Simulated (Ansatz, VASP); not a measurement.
## Two plane-wave programs on KI

```xyz
2
Lattice="0.0000 3.5443 3.5443 3.5443 0.0000 3.5443 3.5443 3.5443 0.0000" Properties=species:S:1:pos:R:3 pbc="T T T"
K     0.0000    0.0000    0.0000
I     3.5443    3.5443    3.5443
```

Alike in both runs: task single point; functional PBE; k mesh 6 × 6 × 6; occupations fermi-dirac, width 0.02 eV; no spin polarisation.

|  | VASP | Ansatz |
| --- | --- | --- |
| version | VASP 6.6.1 | Ansatz 0.2.0 |
| potentials or method | VASP PAW PBE potentials, release 64 (K_sv, I) | plane waves, PAW |
| plane-wave cutoff (eV) | 520 | 420 |
| valence electrons in the cell | 16 | 26 |

```csv
,VASP,Ansatz,Ansatz less VASP
gap on the k mesh at the Fermi level (eV),3.94,3.94,+0.004
pressure (GPa),0.5,0.5,-0.03
```

VASP's potentials hold 16 valence electrons a cell and Ansatz's 26, so a difference there can come from the potentials and not from the codes.

Spin-orbit coupling is off throughout.
